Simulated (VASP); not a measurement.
## TaN: single point with r2SCAN

TaN:

```
Ta N
1.0
     0.00000    2.17900    2.17900
     2.17900    0.00000    2.17900
     2.17900    2.17900    0.00000
Ta N
1 1
Cartesian
  2.1790 2.1790 2.1790
  0.0000 0.0000 0.0000
```

| Item | Value |
| --- | --- |
| Program | VASP 6.6.1 |
| Task | single point |
| Functional | r2SCAN |
| Potentials or basis | VASP PAW PBE potentials, release 64 (Ta_pv, N) |
| Cutoff | 520 eV |
| k mesh | 16 × 16 × 16 |
| Occupations | gaussian, width 0.1 eV |
| Spin | no spin polarisation |

```
Pressure               : 12.0 GPa
Band gap on the k mesh : zero (band 8 reaches 11.94 eV, above the bottom of band 9 at 7.68 eV)
```

Levels at points of the mesh, in eV from the Fermi level:
```csv
k point,band 5,band 6,band 7,band 8,band 9,band 10,band 11,band 12
"(0.00, 0.00, 0.00)",-4.23,-4.23,-4.23,-2.24,-2.24,-2.24,0.14,0.14
"(0.50, 0.00, 0.00)",-11.06,-8.20,-8.20,2.02,2.02,2.17,4.18,8.13
"(0.50, 0.50, 0.00)",-7.14,-5.81,-5.07,-5.07,2.30,3.71,3.71,5.02
```

It took 70 s on 1 thread of Intel Xeon 6975P-C, with other jobs on the host, peak memory 0.18 GiB.

Caveat: the PAW data sets were made with another functional, which shifts forces and pressure a little; spin-orbit coupling is left out, which moves the levels of the heavy elements.
